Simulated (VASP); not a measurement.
Write the native input for VASP 6.6.1 that does the following.

```yaml
Task: relaxation of cell and atoms
Functional: PBE
Potentials_or_basis: VASP PAW PBE potentials, release 64 (Ni)
Cutoff: 600 eV
k_mesh: 21 × 21 × 21
Occupations: fermi-dirac, width 0.08 eV
Spin: collinear spin, ferromagnetic start
Starting_moments: "[1.0] μB"
Target_pressure: 190 GPa
Dipole_correction: no
Further_INCAR_settings: ALGO = Normal; EDIFF = 1e-06; IBRION = 2; EDIFFG = -0.005; NSW = 32; ISIF = 3
```

The structure of Ni lies in POSCAR:

```
Ni
1.0
    0.0000000000      1.5492637102      1.5492637102
    1.5492637102      0.0000000000      1.5492637102
    1.5492637102      1.5492637102      0.0000000000
Ni
1
Direct
    0.0000000000      0.0000000000      0.0000000000
```

One way to write it, as run:

INCAR

```
SYSTEM = Ni
  PREC = Accurate
  ENCUT = 600
  EDIFF = 1E-6
  ISMEAR = -1
  SIGMA = 0.08
  LREAL = .False.
  LASPH = .True.
  NELM = 150
  ALGO = Normal
  ISIF = 3
  LWAVE = .False.
  LCHARG = .False.
  ISPIN = 2
  MAGMOM = 1
  LORBIT = 11
  LMAXMIX = 4
  GGA = PE
  IBRION = 2
  NSW = 32
  EDIFFG = -0.005
  PSTRESS = 1900.0
```

KPOINTS

```
regular mesh
0
Gamma
  21 21 21
  0 0 0
```

Potentials or basis: VASP PAW PBE potentials, release 64 (Ni).

Run with:

```bash
$ cat potpaw_PBE.64/Ni/POTCAR > POTCAR
$ mpirun -np 1 vasp_std > vasp.out
```

It gave:

- Relaxed volume: 7.43 Å³/atom
- Relaxed cell: a = 2.190 Å, b = 2.190 Å, c = 2.190 Å, α = 60.00°, β = 60.00°, γ = 60.00°
- Space group after relaxing (to 0.1 Å): Fm-3m (No. 225)
- Energy change on relaxing (the run minimises the enthalpy): +12.2 meV/atom
- Ionic steps: 3
- Pressure after relaxing: 190.1 GPa
- Net moment: 0.52 μB per cell
- Site moments: Ni +0.50 μB

Caveat: the cell is relaxed towards a set pressure, so the run minimises the enthalpy, not the energy.

It took 61 s on 1 thread of AMD EPYC 9R45 96-Core Processor (Zen 5) (shared host), peak memory 0.13 GiB.
